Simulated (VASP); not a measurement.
# Ti2O (P-3m1) in VASP: further runs

The runs below take Ti2O through single point, with PBEsol.

All numbers are computed with VASP 6.6.1; they aren't measurements. Logs are shortened: lines on timing, memory, paths and dates and some standing lists are left out, and cuts for length are marked.

## 1. The cell of the first run

Symmetry: P-3m1, No. 164, trigonal system. Conventional cell: a = 2.921 Å, b = 2.921 Å, c = 4.682 Å, α = 90.00°, β = 90.00°, γ = 120.00°. Ti (site symmetry 3m) has 3 O at 2.09 Å and 3 Ti at 2.78 Å within 2.8 Å. Within 2.8 Å of O (site symmetry -3m) lie 6 Ti at 2.09 Å.

## 2. Single point, PBEsol (11.53 Å³/atom)

The input, INCAR:

```
SYSTEM = Ti2O
  ALGO = Normal
  EDIFF = 1E-7
  ENCUT = 520
  GGA = PS
  ISIF = 2
  ISMEAR = 0
  LASPH = .True.
  LCHARG = .True.
  LELF = .True.
  LREAL = .False.
  LVHAR = .True.
  LWAVE = .False.
  NBANDS = 22
  NELM = 80
  PREC = Accurate
  SIGMA = 0.1
```

The input, KPOINTS:

```
k-points
0
Gamma
  18 18 10
  0 0 0
```

The input, POSCAR:

```
Ti2O
1.0
    2.9213251787      0.0000000000      0.0000000000
   -1.4606625893      2.5299418175      0.0000000000
    0.0000000000      0.0000000000      4.6817702962
Ti O
2 1
Direct
    0.6666666667      0.3333333333      0.2639369350
    0.3333333333      0.6666666667      0.7360630650
    0.0000000000      0.0000000000      0.0000000000
```

Potentials or basis: VASP PAW PBE potentials, release 64 (Ti_sv, O).

Launch:

```console
$ cat potpaw_PBE.64/Ti_sv/POTCAR potpaw_PBE.64/O/POTCAR > POTCAR
$ mpirun -np 1 vasp_std > vasp.out
```

OUTCAR:

```text
SYSTEM = Ti2O
   EDIFF = 1E-7
   ENCUT = 520
   GGA = PS
   ISIF = 2
   ISMEAR = 0
   LASPH = .True.
   LREAL = .False.
   NELM = 80
   PREC = Accurate

 ion  position               nearest neighbor table
   1  0.667  0.333  0.264-   3 2.09   3 2.09   3 2.09   2 2.78   2 2.78   2 2.78
   2  0.333  0.667  0.736-   3 2.09   3 2.09   3 2.09   1 2.78   1 2.78   1 2.78
   3  0.000  0.000  0.000-   1 2.09   2 2.09   1 2.09   2 2.09   1 2.09   2 2.09

  LATTYP: Found a hexagonal cell.
 ALAT       =     2.9213251787
 C/A-ratio  =     1.6026186781

  Lattice vectors:

 A1 = (   2.9213251787,   0.0000000000,   0.0000000000)
 A2 = (  -1.4606625893,   2.5299418175,   0.0000000000)
 A3 = (   0.0000000000,   0.0000000000,   4.6817702962)

Analysis of symmetry for initial positions (statically):
=====================================================================
 Subroutine PRICEL returns:
 Original cell was already a primitive cell.

 Routine SETGRP: Setting up the symmetry group for a
 hexagonal supercell.

 Subroutine GETGRP returns: Found 12 space group operations
 (whereof 12 operations were pure point group operations)
 out of a pool of 24 trial point group operations.

The static configuration has the point symmetry D_3d.

Analysis of symmetry for dynamics (positions and initial velocities):
=====================================================================
 Subroutine PRICEL returns:
 Original cell was already a primitive cell.

 Routine SETGRP: Setting up the symmetry group for a
 hexagonal supercell.

 Subroutine GETGRP returns: Found 12 space group operations
 (whereof 12 operations were pure point group operations)
 out of a pool of 24 trial point group operations.

The dynamic configuration has the point symmetry D_3d.

 Subroutine INISYM returns: Found 12 space group operations
 (whereof 12 operations are pure point group operations),
 and found     1 'primitive' translations

----------------------------------------------------------------------------------------

                                     Primitive cell

  volume of cell :      34.6019

  direct lattice vectors                    reciprocal lattice vectors
     2.921325179  0.000000000  0.000000000     0.342310403  0.197633003  0.000000000
    -1.460662589  2.529941818  0.000000000     0.000000000  0.395266007  0.000000000
     0.000000000  0.000000000  4.681770296     0.000000000  0.000000000  0.213594418

  length of vectors
     2.921325179  2.921325179  4.681770296     0.395266007  0.395266007  0.213594418

  position of ions in fractional coordinates (direct lattice)
     0.666666667  0.333333333  0.263936935
     0.333333333  0.666666667  0.736063065
     0.000000000  0.000000000  0.000000000

  ion indices of the primitive-cell ions
   primitive index   ion index
                 1           1
                 2           2
                 3           3

----------------------------------------------------------------------------------------

 KPOINTS: k-points

Automatic generation of k-mesh.
 Grid dimensions read from file:
 generate k-points for:   18   18   10

 Generating k-lattice:

  Cartesian coordinates                     Fractional coordinates (reciprocal lattice)
     0.019017245  0.010979611  0.000000000     0.055555556  0.000000000  0.000000000
     0.000000000  0.021959223  0.000000000     0.000000000  0.055555556  0.000000000
     0.000000000  0.000000000  0.021359442     0.000000000  0.000000000  0.100000000

  Length of vectors
     0.021959223  0.021959223  0.021359442

  Shift w.r.t. Gamma in fractional coordinates (k-lattice)
     0.000000000  0.000000000  0.000000000

 Subroutine IBZKPT returns following result:
 ===========================================

 Found    330 irreducible k-points:

 Following reciprocal coordinates:
            Coordinates               Weight
  0.000000  0.000000  0.000000      1.000000
  0.055556 -0.000000  0.000000      6.000000
  0.111111 -0.000000  0.000000      6.000000
  0.166667  0.000000  0.000000      6.000000
  0.222222 -0.000000  0.000000      6.000000
  0.277778 -0.000000  0.000000      6.000000
[... 16 lines left out ...]
  0.333333  0.111111  0.000000     12.000000
  0.388889  0.111111  0.000000     12.000000
 [... further k-points ...]
   k-points           NKPTS =    330   k-points in BZ     NKDIM =    330   number of bands    NBANDS=     22
   number of dos      NEDOS =    301   number of ions     NIONS =      3
   total plane-waves  NPLWV =  20736
   dimension x,y,z NGX =    24 NGY =   24 NGZ =   36
   dimension x,y,z NGXF=    48 NGYF=   48 NGZF=   72
   ions per type =               2   1
   NGX,Y,Z   is equivalent  to a cutoff of  13.66, 13.66, 12.78 a.u.
   NGXF,Y,Z  is equivalent  to a cutoff of  27.32, 27.32, 25.57 a.u.
 SYSTEM =  Ti2O
   PREC   = accura    normal or accurate (medium, high low for compatibility)
   ISTART =      0    job   : 0-new  1-cont  2-samecut
   ICHARG =      2    charge: 1-file 2-atom 10-const
   ISPIN  =      1    spin polarized calculation?
   LNONCOLLINEAR =      F non collinear calculations
   LSORBIT =      F    spin-orbit coupling
   LASPH  =      T    aspherical Exc in radial PAW
   ENCUT  =  520.0 eV  38.22 Ry    6.18 a.u.   5.43  5.43  8.70*2*pi/ulx,y,z
   NELM   =     80;   NELMIN=  2; NELMDL= -5     # of ELM steps
   EDIFF  = 0.1E-06   stopping-criterion for ELM
   LREAL  =      F    real-space projection
   EDIFFG = 0.1E-05   stopping-criterion for IOM
   NSW    =      0    number of steps for IOM
   IBRION =     -1    ionic relax: 0-MD 1-quasi-New 2-CG
   NFREE  =      0    steps in history (QN), initial steepest desc. (CG)
   ISIF   =      2    stress and relaxation
   ISYM   =      2    0-nonsym 1-usesym 2-fastsym
   POTIM  = 0.5000    time-step for ionic-motion
   TEBEG  =    0.0;   TEEND  =   0.0 temperature during run
   PSTRESS=    0.0 pullay stress
   NELECT =      30.0000    total number of electrons
   NUPDOWN=      -1.0000    fix difference up-down
   EMIN   =  10.00;   EMAX   =-10.00  energy-range for DOS
   EFERMI =   0.00;   METHOD = LEGACY
   ISMEAR =     0;   SIGMA  =   0.10  broadening in eV -4-tet -1-fermi 0-gaus
   EFERMI_NEDOS =   21; number of points for ismear=-14 and -15
   IALGO  =     38    algorithm
   IMIX   =      4    mixing-type and parameters
     AMIX     =   0.40;   BMIX     =  1.00
     AMIX_MAG =   1.60;   BMIX_MAG =  1.00
  volume/ion in A,a.u.               =      11.53        77.84
  Fermi-wavevector in a.u.,A,eV,Ry     =   1.561044  2.949945 33.155460  2.436858
  Thomas-Fermi vector in A             =   2.664167
   LORBIT       =      0    0 simple, 1 ext, 2 COOP (PROOUT), +10 PAW based schemes
   GGA     = PS    functional components
   LHFCALC =     F    Hartree Fock is set to
   AEXX    =    0.0000 exact exchange contribution
   IVDW    =     0    specifies the selected vdW correction
   LEPSILON=     F    determine dielectric tensor
   LRPA    =     F    only Hartree local field effects (RPA)
 non-spin polarized calculation
 Gauss-broadening in eV      SIGMA  =   0.10
  energy-cutoff  :      520.00
  volume of cell :       34.60
 maximum number of plane-waves:       966
 NGX is ok and might be reduce to    24
   NGX = 11   NGY = 11   NGZ = 17

 number of electron      29.9999994 magnetization

 Free energy of the ion-electron system (eV)
  ---------------------------------------------------
  ext. energy  EPLUGINS =         0.00000000
  ---------------------------------------------------
  free energy    TOTEN  =       -27.58956582 eV

  energy without entropy =      -27.58450068  energy(sigma->0) =      -27.58703325

 E-fermi :  10.3832     XC(G=0): -12.7441

 val. band max:       10.3831843316   @ k =   0.3333  -0.0000   0.4000
 cond. band min:      10.3859667148   @ k =   0.0000   0.0556   0.4000
 fundamental gap:      0.0027823832
 Fermi energy:        10.3832479856

 k-point     1 :       0.0000    0.0000    0.0000
  band No.  band energies     occupation
      1     -46.5201      2.00000
      2     -46.3625      2.00000
      3     -23.3663      2.00000
      4     -22.5890      2.00000
      5     -22.5890      2.00000
      6     -22.4904      2.00000
[... 14 lines left out ...]
     21      11.6094      0.00000
     22      14.6515      0.00000

 k-point     2 :       0.0556   -0.0000    0.0000
  band No.  band energies     occupation
      1     -46.5164      2.00000
      2     -46.3610      2.00000
      3     -23.3562      2.00000
      4     -22.6085      2.00000
      5     -22.5953      2.00000
      6     -22.5097      2.00000
[... 14 lines left out ...]
     21      11.8352      0.00000
     22      14.4293      0.00000

 k-point     3 :       0.1111   -0.0000    0.0000
  band No.  band energies     occupation
      1     -46.5059      2.00000
      2     -46.3568      2.00000
      3     -23.3266      2.00000
      4     -22.6634      2.00000
      5     -22.6129      2.00000
      6     -22.5640      2.00000
[... 14 lines left out ...]
     21      12.1538      0.00000
     22      14.0679      0.00000

 k-point     4 :       0.1667    0.0000    0.0000
  band No.  band energies     occupation
      1     -46.4894      2.00000
      2     -46.3506      2.00000
      3     -23.2798      2.00000
      4     -22.7472      2.00000
      5     -22.6428      2.00000
      6     -22.6384      2.00000
[... 14 lines left out ...]
     21      12.5778      0.00000
     22      13.7625      0.00000

 k-point     5 :       0.2222   -0.0000    0.0000
  band No.  band energies     occupation
      1     -46.4685      2.00000
      2     -46.3435      2.00000
      3     -23.2195      2.00000
      4     -22.8510      2.00000
      5     -22.7331      2.00000
      6     -22.6684      2.00000
[... 14 lines left out ...]
     21      13.0926      0.00000
     22      13.6072      0.00000

 k-point     6 :       0.2778   -0.0000    0.0000
  band No.  band energies     occupation
      1     -46.4453      2.00000
      2     -46.3369      2.00000
      3     -23.1523      2.00000
      4     -22.9603      2.00000
      5     -22.8233      2.00000
      6     -22.6989      2.00000
[... 14 lines left out ...]
     21      13.2843      0.00000
     22      13.8950      0.00000

 k-point     7 :       0.3333   -0.0000    0.0000
  band No.  band energies     occupation
      1     -46.4221      2.00000
      2     -46.3320      2.00000
      3     -23.1103      2.00000
      4     -23.0353      2.00000
      5     -22.9028      2.00000
      6     -22.7268      2.00000
[... 324 lines left out ...]
      6     -22.6462      2.00000
[... 14 lines left out ...]
     21      13.3080      0.00000
     22      13.5765      0.00000

 k-point    21 :       0.2222    0.1111    0.0000
  band No.  band energies     occupation
      1     -46.4380      2.00000
      2     -46.3351      2.00000
      3     -23.1298      2.00000
      4     -22.9599      2.00000
      5     -22.8734      2.00000
      6     -22.6907      2.00000
[... 14 lines left out ...]
     21      13.4983      0.00000
     22      13.8974      0.00000

 k-point    22 :       0.2778    0.1111    0.0000
  band No.  band energies     occupation
      1     -46.4157      2.00000
      2     -46.3309      2.00000
      3     -23.0945      2.00000
      4     -23.0243      2.00000
      5     -22.9255      2.00000
      6     -22.7348      2.00000
[... 14 lines left out ...]
     21      13.6347      0.00000
     22      14.1270      0.00000

 k-point    23 :       0.3333    0.1111    0.0000
  band No.  band energies     occupation
      1     -46.3957      2.00000
      2     -46.3293      2.00000
      3     -23.1554      2.00000
      4     -22.9928      2.00000
      5     -22.9486      2.00000
      6     -22.7718      2.00000
[... 14 lines left out ...]
     21      13.7631      0.00000
     22      14.0176      0.00000

 k-point    24 :       0.3889    0.1111    0.0000
  band No.  band energies     occupation
      1     -46.3809      2.00000
      2     -46.3300      2.00000
      3     -23.2050      2.00000
      4     -23.0071      2.00000
      5     -22.9052      2.00000
      6     -22.7978      2.00000
[... 14 lines left out ...]
     21      13.7871      0.00000
     22      13.9367      0.00000

 [... further k-points ...]

------------------------ aborting loop because EDIFF is reached ----------------------------------------

  FORCE on cell =-STRESS in cart. coord.  units (eV):
  Direction    XX          YY          ZZ          XY          YZ          ZX
  --------------------------------------------------------------------------------------
  -------------------------------------------------------------------------------------
  Total        1.4547811      1.4547811      1.4682887      0.0000000      0.0000000      0.0000000
  in kB       67.3608703     67.3608703     67.9863161      0.0000000      0.0000000      0.0000000
  external PRESSURE =      67.5693522 kB  Pullay stress =       0.0000000 kB

 VOLUME and BASIS-vectors are now :
 -----------------------------------------------------------------------------
  energy-cutoff  :      520.00
  volume of cell :       34.60
      direct lattice vectors                 reciprocal lattice vectors
     2.921325179  0.000000000  0.000000000     0.342310403  0.197633003  0.000000000
    -1.460662589  2.529941818  0.000000000     0.000000000  0.395266007  0.000000000
     0.000000000  0.000000000  4.681770296     0.000000000  0.000000000  0.213594418

 POSITION                                       TOTAL-FORCE (eV/Angst)
 -----------------------------------------------------------------------------------
      1.46066      0.84331      1.23569        -0.000000      0.000000      0.054771
     -0.00000      1.68663      3.44608         0.000000     -0.000000     -0.054771
      0.00000      0.00000      0.00000        -0.000000      0.000000      0.000000
 -----------------------------------------------------------------------------------
    total drift:                               -0.000000      0.000000      0.000000

  FREE ENERGIE OF THE ION-ELECTRON SYSTEM (eV)
  ---------------------------------------------------
  free  energy   TOTEN  =       -27.5895658192 eV

  energy  without entropy=      -27.5845006807  energy(sigma->0) =      -27.58703325
```

It took 5.4 min on 1 thread of Intel Xeon Platinum 8175M at 2.50GHz (Skylake/Cascade Lake), shared host; peak memory 0.32 GiB.

Results:

```yaml
Free_energy: -27.5896 eV
Pressure: 6.8 GPa
Largest_force: 0.055 eV/Å
Band_gap_on_the_k_mesh: zero (bands 15 and 16 overlap by 0.80 eV)
```

Forces on the atoms (eV/Å):
```
Ti   0.000  0.000  0.055
Ti   0.000  0.000 -0.055
O    0.000  0.000  0.000
```

Levels at points of the mesh, in eV from the Fermi level:
```csv
k point,band 12,band 13,band 14,band 15,band 16,band 17,band 18,band 19
"(0.00, 0.00, 0.00)",-6.43,-3.62,-0.02,0.20,0.59,0.59,1.10,1.10
"(0.50, 0.00, 0.00)",-6.85,-2.80,-1.31,-0.46,1.35,1.86,3.03,3.06
"(0.00, 0.00, 0.50)",-6.51,-1.71,-1.64,0.09,0.09,1.35,2.12,2.12
"(0.50, 0.00, 0.50)",-6.76,-1.73,-1.25,-0.58,-0.19,1.12,2.82,3.04
```

Caveat: the cell stands under pressure; the PAW data sets were made with another functional, which shifts forces and pressure a little.

## 3. Single point, PBEsol

This run uses another cell than the first one, of 11.60 Å³/atom.

The input, INCAR:

```
  PREC = Accurate
  ENCUT = 520
  EDIFF = 1E-6
  ISMEAR = 0
  SIGMA = 0.1
  LREAL = False
  LASPH = True
  NELM = 80
  ALGO = Normal
  ISIF = 2
  LWAVE = False
  LCHARG = False
  GGA = PS
  NBANDS = 22
```

The input, KPOINTS:

```
Automatic mesh
0
Gamma
  18 18 10
```

The input, POSCAR:

```
Ti2O
1.0
    2.9193980238      0.0000000000      0.0000000000
   -1.4596990119      2.5282728524      0.0000000000
    0.0000000000      0.0000000000      4.7130000000
Ti O
2 1
Direct
    0.6666666667      0.3333333333      0.2644098289
    0.3333333333      0.6666666667      0.7355901711
    0.0000000000      0.0000000000      0.0000000000
```

Potentials or basis: VASP PAW PBE potentials, release 64 (Ti_sv, O).

Launch:

```console
$ cat potpaw_PBE.64/Ti_sv/POTCAR potpaw_PBE.64/O/POTCAR > POTCAR
$ mpirun -np 1 vasp_std > vasp.out
```

It took 5.2 min on 1 thread of Intel Xeon Platinum 8175M at 2.50GHz (Skylake/Cascade Lake), shared host; peak memory 0.33 GiB.

Results (log left out):

* Free energy: -27.5962 eV
* Pressure: 5.5 GPa
* Largest force: 0.052 eV/Å
* Band gap on the k mesh: zero (bands 15 and 16 overlap by 0.76 eV)

Forces in eV/Å, atoms in the order of the input:
```
Ti   0.000  0.000  0.052
Ti   0.000  0.000 -0.052
O    0.000  0.000  0.000
```

Stress tensor (GPa, compression positive):
```
6.09 0.00 0.00
0.00 6.09 0.00
0.00 0.00 4.36
```

Levels at points of the mesh, in eV from the Fermi level:
| k point | band 13 | band 14 | band 15 | band 16 | band 17 | band 18 |
| --- | --- | --- | --- | --- | --- | --- |
| (0.00, 0.00, 0.00) | -3.64 | -0.05 | 0.17 | 0.59 | 0.59 | 1.13 |
| (0.50, 0.00, 0.00) | -2.77 | -1.30 | -0.45 | 1.28 | 1.88 | 3.00 |
| (0.00, 0.00, 0.50) | -1.75 | -1.68 | 0.11 | 0.11 | 1.31 | 2.08 |
| (0.50, 0.00, 0.50) | -1.73 | -1.25 | -0.58 | -0.22 | 1.12 | 2.83 |

Caveat: the cell stands under pressure; the PAW data sets were made with another functional, which shifts forces and pressure a little.

(Part 1 of 2 ends here.)
